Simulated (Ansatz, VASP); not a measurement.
# Pt: VASP beside Ansatz

INCAR

```
PREC     = Accurate       # precision mode
ENCUT    = 520            # plane-wave cutoff, eV
EDIFF    = 1E-6           # SCF threshold, eV
ISMEAR   = 1              # smearing method
SIGMA    = 0.1            # smearing width, eV
LREAL    = False          # projectors in reciprocal space
LASPH    = True           # aspherical terms in the spheres
NELM     = 80             # most SCF steps
ALGO     = Normal         # electronic algorithm
ISIF     = 2              # what is computed and relaxed
LWAVE    = False          # write WAVECAR
LCHARG   = False          # write CHGCAR
GGA      = PS             # functional
NBANDS   = 17             # bands
```

Contents of KPOINTS:

```
Automatic mesh
0
Gamma
  11 11 6
```

File POSCAR:

```
Pt
1.0
    2.7606660000      0.0000000000      0.0000000000
   -1.3803330000      2.3908070000      0.0000000000
    0.0000000000      0.0000000000      4.7921340000
Pt
2
Direct
    0.6666666667      0.3333333333      0.7500000000
    0.3333333333      0.6666666667      0.2500000000
```

Input for Ansatz:

```yaml
crystal:
  lattice:
    - [2.760666, 0.0, 0.0]
    - [-1.380333, 2.390807, 0.0]
    - [0.0, 0.0, 4.792134]
  atoms:
    - { symbol: Pt, position: [0.6666666666666666, 0.3333333333333333, 0.75] }
    - { symbol: Pt, position: [0.3333333333333333, 0.6666666666666666, 0.25] }
basis:
  ecutwfc: 435.382179935808
kpoints:
  mp_grid:
    grid: [11, 11, 6]
    shift: [0.0, 0.0, 0.0]
hamiltonian:
  xc: pbesol
scf:
  occupations:
    method: cold
    width: 0.1
output:
  stress: true
```

Alike in both runs: task single point; functional PBEsol; k mesh 11 × 11 × 6; no spin polarisation.

|  | VASP | Ansatz |
| --- | --- | --- |
| version | VASP 6.6.1 | Ansatz 0.2.0 |
| potentials or method | VASP PAW PBE potentials, release 64 (Pt), cutoff 520 eV | plane waves, PAW |
| occupations | methfessel-paxton of order 1, width 0.1 eV | cold, width 0.1 eV |
| valence electrons in the cell | 20 | 36 |

```tsv
	VASP	Ansatz	Ansatz less VASP
pressure (GPa)	-11.2	-10.8	+0.37
traceless stress, the component that is largest in VASP (GPa)	-0.40	-0.34	+0.051
```

VASP's potentials were made for PBE, not for PBEsol. VASP's potentials hold 20 valence electrons a cell and Ansatz's 36, so a difference there can come from the potentials and not from the codes.

Spin-orbit coupling is off throughout.
